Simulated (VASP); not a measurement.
# Os (Fm-3m) in VASP: single point with PBEsol

Aim: the single point of Os with PBEsol.

All numbers are computed with VASP 6.6.1; they aren't measurements. Logs are shortened: lines on timing, memory, paths and dates and some standing lists are left out, and cuts for length are marked.

## (1) The cell of the first run

The structure is cubic, space group Fm-3m (No. 225). The conventional cell has a = 3.890 Å, b = 3.890 Å, c = 3.890 Å, α = 90.00°, β = 90.00°, γ = 90.00°. Os (site symmetry m-3m) has 12 Os at 2.75 Å within 3.6 Å.

This isn't the form of Os at room conditions, which is hcp.

## (2) Single point, PBEsol

Contents of INCAR:

```
SYSTEM = Os
ALGO     = Normal         ! electronic algorithm
EDIFF    = 1E-6           ! SCF threshold, eV
ENCUT    = 600            ! plane-wave cutoff, eV
GGA      = PS             ! functional
GGA_COMPAT= .FALSE.      
ISIF     = 2              ! what is computed and relaxed
ISMEAR   = 0              ! smearing method
LASPH    = .TRUE.         ! aspherical terms in the spheres
LCHARG   = .TRUE.         ! write CHGCAR
LELF     = .TRUE.         ! ELF
LREAL    = .FALSE.        ! projectors in reciprocal space
LVHAR    = .TRUE.       
LWAVE    = .FALSE.        ! write WAVECAR
NBANDS   = 10             ! bands
NELM     = 120            ! most SCF steps
PREC     = Accurate       ! precision mode
SIGMA    = 0.05           ! smearing width, eV
```

Contents of KPOINTS:

```
k-points
0
G
  18 18 18
  0 0 0
```

Contents of POSCAR:

```
Os
1.0
    0.0000000000      1.9450000000      1.9450000000
    1.9450000000      0.0000000000      1.9450000000
    1.9450000000      1.9450000000      0.0000000000
Os
1
Direct
    0.0000000000      0.0000000000      0.0000000000
```

Potentials or basis: VASP PAW PBE potentials, release 64 (Os).

The run is started by

```bash
$ cat potpaw_PBE.64/Os/POTCAR > POTCAR
$ mpirun -np 1 vasp_std > vasp.out
```

OUTCAR:

```text
SYSTEM = Os
   EDIFF = 1E-6
   ENCUT = 600
   GGA = PS
   ISIF = 2
   ISMEAR = 0
   LASPH = .TRUE.
   LREAL = .FALSE.
   NELM = 120
   PREC = Accurate

 ion  position               nearest neighbor table
   1  0.000  0.000  0.000-

  LATTYP: Found a face centered cubic cell.
 ALAT       =     3.8900000000

  Lattice vectors:

 A1 = (   0.0000000000,   1.9450000000,   1.9450000000)
 A2 = (   1.9450000000,   0.0000000000,   1.9450000000)
 A3 = (   1.9450000000,   1.9450000000,   0.0000000000)

Analysis of symmetry for initial positions (statically):
=====================================================================
 Subroutine PRICEL returns:
 Original cell was already a primitive cell.

 Routine SETGRP: Setting up the symmetry group for a
 face centered cubic supercell.

 Subroutine GETGRP returns: Found 48 space group operations
 (whereof 48 operations were pure point group operations)
 out of a pool of 48 trial point group operations.

The static configuration has the point symmetry O_h .

Analysis of symmetry for dynamics (positions and initial velocities):
=====================================================================
 Subroutine PRICEL returns:
 Original cell was already a primitive cell.

 Routine SETGRP: Setting up the symmetry group for a
 face centered cubic supercell.

 Subroutine GETGRP returns: Found 48 space group operations
 (whereof 48 operations were pure point group operations)
 out of a pool of 48 trial point group operations.

The dynamic configuration has the point symmetry O_h .

 Subroutine INISYM returns: Found 48 space group operations
 (whereof 48 operations are pure point group operations),
 and found     1 'primitive' translations

----------------------------------------------------------------------------------------

                                     Primitive cell

  volume of cell :      14.7160

  direct lattice vectors                    reciprocal lattice vectors
     0.000000000  1.945000000  1.945000000    -0.257069409  0.257069409  0.257069409
     1.945000000  0.000000000  1.945000000     0.257069409 -0.257069409  0.257069409
     1.945000000  1.945000000  0.000000000     0.257069409  0.257069409 -0.257069409

  length of vectors
     2.750645379  2.750645379  2.750645379     0.445257277  0.445257277  0.445257277

  position of ions in fractional coordinates (direct lattice)
     0.000000000  0.000000000  0.000000000

  ion indices of the primitive-cell ions
   primitive index   ion index
                 1           1

----------------------------------------------------------------------------------------

 KPOINTS: k-points

Automatic generation of k-mesh.
 Grid dimensions read from file:
 generate k-points for:   18   18   18

 Generating k-lattice:

  Cartesian coordinates                     Fractional coordinates (reciprocal lattice)
    -0.014281634  0.014281634  0.014281634     0.055555556  0.000000000  0.000000000
     0.014281634 -0.014281634  0.014281634     0.000000000  0.055555556  0.000000000
     0.014281634  0.014281634 -0.014281634     0.000000000  0.000000000  0.055555556

  Length of vectors
     0.024736515  0.024736515  0.024736515

  Shift w.r.t. Gamma in fractional coordinates (k-lattice)
     0.000000000  0.000000000  0.000000000

 Subroutine IBZKPT returns following result:
 ===========================================

 Found    195 irreducible k-points:

 Following reciprocal coordinates:
            Coordinates               Weight
  0.000000  0.000000  0.000000      1.000000
  0.055556  0.000000  0.000000      8.000000
  0.111111  0.000000  0.000000      8.000000
  0.166667  0.000000  0.000000      8.000000
  0.222222  0.000000  0.000000      8.000000
  0.277778  0.000000  0.000000      8.000000
[... 16 lines left out ...]
 -0.277778  0.055556  0.000000     24.000000
 -0.222222  0.055556  0.000000     24.000000
 [... further k-points ...]
   k-points           NKPTS =    195   k-points in BZ     NKDIM =    195   number of bands    NBANDS=     10
   number of dos      NEDOS =    301   number of ions     NIONS =      1
   total plane-waves  NPLWV =  13824
   dimension x,y,z NGX =    24 NGY =   24 NGZ =   24
   dimension x,y,z NGXF=    48 NGYF=   48 NGZF=   48
   ions per type =               1
   NGX,Y,Z   is equivalent  to a cutoff of  14.51, 14.51, 14.51 a.u.
   NGXF,Y,Z  is equivalent  to a cutoff of  29.01, 29.01, 29.01 a.u.
 SYSTEM =  Os
   PREC   = accura    normal or accurate (medium, high low for compatibility)
   ISTART =      0    job   : 0-new  1-cont  2-samecut
   ICHARG =      2    charge: 1-file 2-atom 10-const
   ISPIN  =      1    spin polarized calculation?
   LNONCOLLINEAR =      F non collinear calculations
   LSORBIT =      F    spin-orbit coupling
   LASPH  =      T    aspherical Exc in radial PAW
   ENCUT  =  600.0 eV  44.10 Ry    6.64 a.u.   5.49  5.49  5.49*2*pi/ulx,y,z
   NELM   =    120;   NELMIN=  2; NELMDL= -5     # of ELM steps
   EDIFF  = 0.1E-05   stopping-criterion for ELM
   LREAL  =      F    real-space projection
   EDIFFG = 0.1E-04   stopping-criterion for IOM
   NSW    =      0    number of steps for IOM
   IBRION =     -1    ionic relax: 0-MD 1-quasi-New 2-CG
   NFREE  =      0    steps in history (QN), initial steepest desc. (CG)
   ISIF   =      2    stress and relaxation
   ISYM   =      2    0-nonsym 1-usesym 2-fastsym
   POTIM  = 0.5000    time-step for ionic-motion
   TEBEG  =    0.0;   TEEND  =   0.0 temperature during run
   PSTRESS=    0.0 pullay stress
   NELECT =       8.0000    total number of electrons
   NUPDOWN=      -1.0000    fix difference up-down
   EMIN   =  10.00;   EMAX   =-10.00  energy-range for DOS
   EFERMI =   0.00;   METHOD = LEGACY
   ISMEAR =     0;   SIGMA  =   0.05  broadening in eV -4-tet -1-fermi 0-gaus
   EFERMI_NEDOS =   21; number of points for ismear=-14 and -15
   IALGO  =     38    algorithm
   IMIX   =      4    mixing-type and parameters
     AMIX     =   0.40;   BMIX     =  1.00
     AMIX_MAG =   1.60;   BMIX_MAG =  1.00
  volume/ion in A,a.u.               =      14.72        99.31
  Fermi-wavevector in a.u.,A,eV,Ry     =   1.336109  2.524880 24.288947  1.785187
  Thomas-Fermi vector in A             =   2.464761
   LORBIT       =      0    0 simple, 1 ext, 2 COOP (PROOUT), +10 PAW based schemes
   GGA     = PS    functional components
   LHFCALC =     F    Hartree Fock is set to
   AEXX    =    0.0000 exact exchange contribution
   IVDW    =     0    specifies the selected vdW correction
   LEPSILON=     F    determine dielectric tensor
   LRPA    =     F    only Hartree local field effects (RPA)
 non-spin polarized calculation
 Gauss-broadening in eV      SIGMA  =   0.05
  energy-cutoff  :      600.00
  volume of cell :       14.72
 maximum number of plane-waves:       531
 NGX is ok and might be reduce to    24
   NGX = 11   NGY = 11   NGZ = 11

 number of electron       8.0000000 magnetization

 Free energy of the ion-electron system (eV)
  ---------------------------------------------------
  ext. energy  EPLUGINS =         0.00000000
  ---------------------------------------------------
  free energy    TOTEN  =       -12.05335353 eV

  energy without entropy =      -12.05244012  energy(sigma->0) =      -12.05289683

 E-fermi :   8.3985     XC(G=0): -13.8646

 val. band max:        8.3727322064   @ k =  -0.3889   0.3333   0.0000
 cond. band min:       8.4073214486   @ k =  -0.2222   0.2778   0.0556
 fundamental gap:      0.0345892422
 Fermi energy:         8.3984889508

 k-point     1 :       0.0000    0.0000    0.0000
  band No.  band energies     occupation
      1      -1.9830      2.00000
      2       5.6406      2.00000
      3       5.6406      2.00000
      4       5.6406      2.00000
      5       8.4756      0.02909
      6       8.4756      0.02909
      7      22.7349      0.00000
      8      28.2345      0.00000
      9      28.2345      0.00000
     10      28.2345      0.00000

 k-point     2 :       0.0556    0.0000    0.0000
  band No.  band energies     occupation
      1      -1.8457      2.00000
      2       5.5584      2.00000
      3       5.7029      2.00000
      4       5.7029      2.00000
      5       8.4315      0.35052
      6       8.4315      0.35052
      7      22.9879      0.00000
      8      27.4914      0.00000
      9      28.4741      0.00000
     10      28.4741      0.00000

 k-point     3 :       0.1111    0.0000    0.0000
  band No.  band energies     occupation
      1      -1.4479      2.00000
      2       5.3464      2.00000
      3       5.8658      2.00000
      4       5.8658      2.00000
      5       8.3343      1.93058
      6       8.3343      1.93058
      7      23.6817      0.00000
      8      26.0861      0.00000
      9      29.1718      0.00000
     10      29.1718      0.00000

 k-point     4 :       0.1667    0.0000    0.0000
  band No.  band energies     occupation
      1      -0.8374      2.00000
      2       5.0996      2.00000
      3       6.0472      2.00000
      4       6.0472      2.00000
      5       8.2925      1.99729
      6       8.2925      1.99729
      7      24.2762      0.00000
      8      24.9944      0.00000
      9      30.2678      0.00000
     10      30.2678      0.00000

 k-point     5 :       0.2222    0.0000    0.0000
  band No.  band energies     occupation
      1      -0.1145      2.00000
      2       4.9628      2.00000
      3       6.1179      2.00000
      4       6.1179      2.00000
      5       8.4595      0.08426
      6       8.4595      0.08426
      7      23.0780      0.00000
      8      25.5717      0.00000
      9      31.6509      0.00000
     10      31.6509      0.00000

 k-point     6 :       0.2778    0.0000    0.0000
  band No.  band energies     occupation
      1       0.5470      2.00000
      2       5.1283      2.00000
      3       6.0249      2.00000
      4       6.0249      2.00000
      5       8.8934      0.00000
      6       8.8934      0.00000
      7      21.7160      0.00000
      8      25.3270      0.00000
      9      32.6931      0.00000
     10      32.6960      0.00000
[... 183 lines left out ...]
 k-point    21 :      -0.3889    0.0556    0.0000
  band No.  band energies     occupation
      1       1.2679      2.00000
      2       5.5255      2.00000
      3       5.6963      2.00000
      4       6.8539      2.00000
      5       9.9893      0.00000
      6      10.8304      0.00000
      7      18.2247      0.00000
      8      23.0418      0.00000
      9      28.4616      0.00000
     10      29.7829      0.00000

 k-point    22 :      -0.3333    0.0556    0.0000
  band No.  band energies     occupation
      1       1.1665      2.00000
      2       5.7062      2.00000
      3       5.8563      2.00000
      4       5.8745      2.00000
      5       9.3280      0.00000
      6      10.2643      0.00000
      7      19.8273      0.00000
      8      23.9326      0.00000
      9      29.4386      0.00000
     10      31.4896      0.00000

 k-point    23 :      -0.2778    0.0556    0.0000
  band No.  band energies     occupation
      1       0.8409      2.00000
      2       5.1357      2.00000
      3       5.9252      2.00000
      4       6.0529      2.00000
      5       8.6595      0.00000
      6       9.6267      0.00000
      7      21.3751      0.00000
      8      25.1138      0.00000
      9      30.5483      0.00000
     10      32.2119      0.00000

 k-point    24 :      -0.2222    0.0556    0.0000
  band No.  band energies     occupation
      1       0.2394      2.00000
      2       4.8568      2.00000
      3       6.0916      2.00000
      4       6.2007      2.00000
      5       8.1425      2.00000
      6       9.0587      0.00000
      7      22.7769      0.00000
      8      25.7831      0.00000
      9      30.6881      0.00000
     10      31.8066      0.00000

 [... further k-points ...]
[... 5 lines left out ...]
  --------------------------------------------------------------------------------------
  -------------------------------------------------------------------------------------
  Total       -1.8504428     -1.8504428     -1.8504428      0.0000000      0.0000000      0.0000000
  in kB     -201.4639909   -201.4639909   -201.4639909      0.0000000      0.0000000      0.0000000
  external PRESSURE =    -201.4639909 kB  Pullay stress =       0.0000000 kB

 VOLUME and BASIS-vectors are now :
 -----------------------------------------------------------------------------
  energy-cutoff  :      600.00
  volume of cell :       14.72
      direct lattice vectors                 reciprocal lattice vectors
     0.000000000  1.945000000  1.945000000    -0.257069409  0.257069409  0.257069409
     1.945000000  0.000000000  1.945000000     0.257069409 -0.257069409  0.257069409
     1.945000000  1.945000000  0.000000000     0.257069409  0.257069409 -0.257069409

 POSITION                                       TOTAL-FORCE (eV/Angst)
 -----------------------------------------------------------------------------------
      0.00000      0.00000      0.00000         0.000000      0.000000      0.000000
 -----------------------------------------------------------------------------------
    total drift:                               -0.000000      0.000000     -0.000000

  FREE ENERGIE OF THE ION-ELECTRON SYSTEM (eV)
  ---------------------------------------------------
  free  energy   TOTEN  =       -12.0533535348 eV

  energy  without entropy=      -12.0524401153  energy(sigma->0) =      -12.05289683
```

Run time: 28 s. Hardware: 1 thread of Intel Xeon Platinum 8259CL at 2.50GHz (Skylake/Cascade Lake), shared host; peak memory 0.17 GiB.

Results:

- Free energy: -12.0534 eV
- Pressure: -20.1 GPa
- Band gap on the k mesh: zero (bands 4 and 5 overlap by 3.53 eV)

Caveat: the cell stands under tension; the PAW data sets were made with another functional, which shifts forces and pressure a little; spin-orbit coupling is left out, which moves the levels of the heavy elements.

The gap in the log of VASP goes by the Fermi energy; the results here count the filled bands.